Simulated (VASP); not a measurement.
Wanted: the native input for a VASP 6.6.1 run.

- Task: single point
- Functional: r2SCAN
- Potentials or basis: VASP PAW PBE potentials, release 64 (Re)
- Cutoff: 520 eV
- k mesh: 17 × 17 × 8
- Occupations: fermi-dirac, width 0.1 eV
- Spin: no spin polarisation
- Dipole correction: no
- Further INCAR settings: ALGO = Normal; EDIFF = 1e-06; NBANDS = 14

The system is Re.

```xyz
2
Lattice="-1.7776 1.4608 1.3029 1.4608 -1.7776 1.3029 3.2950 3.2950 -1.8831" Properties=species:S:1:pos:R:3 pbc="T T T"
Re   -1.6429    1.3261    1.3029
Re    0.5448    2.4334    0.3613
```

These files were run (other wordings do the same):

POSCAR

```
Re
1.0
   -1.7776011186      1.4607751194      1.3028763212
    1.4607751194     -1.7776011186      1.3028763212
    3.2949809721      3.2949809721     -1.8831437188
Re
2
Direct
    0.9583993336      0.0416006664      0.0000000000
    0.7916006664      0.2083993336      0.5000000000
```

INCAR.step1

```
ALGO = Normal ; EDIFF = 1E-4
ENCUT = 520 ; GGA = PE
ISMEAR = -1 ; LASPH = True
LCHARG = False ; LREAL = False
LWAVE = True ; NBANDS = 14
NELM = 100 ; PREC = Accurate
SIGMA = 0.1
```

INCAR.step2

```
ALGO = Normal ; EDIFF = 1E-6
ENCUT = 520 ; ISIF = 2
ISMEAR = -1 ; ISTART = 1
LASPH = True ; LCHARG = True
LELF = True ; LMIXTAU = True
LREAL = False ; LVHAR = True
LWAVE = False ; METAGGA = R2SCAN
NBANDS = 14 ; NELM = 100
PREC = Accurate ; SIGMA = 0.1
```

KPOINTS

```
k-points
0
Gamma
  17 17 8
```

Potentials or basis: VASP PAW PBE potentials, release 64 (Re).

The run is started by

```console
$ cat potpaw_PBE.64/Re/POTCAR > POTCAR
$ cp INCAR.step1 INCAR
$ mpirun -np 1 vasp_std > vasp.out
$ cp INCAR.step2 INCAR
$ mpirun -np 1 vasp_std > vasp.out
```

Results of the run:

```
Pressure               : 66.9 GPa
Largest force          : 0.008 eV/Å
Band gap on the k mesh : zero (bands 7 and 8 overlap by 4.23 eV)
```

Caveat: the cell stands under pressure; the PAW data sets were made with another functional, which shifts forces and pressure a little; spin-orbit coupling is left out, which moves the levels of the heavy elements.

Run time: 11 min on 1 thread of Intel(R) Xeon(R) Platinum 8488C (Sapphire Rapids), with other jobs on the host, peak memory 0.32 GiB.
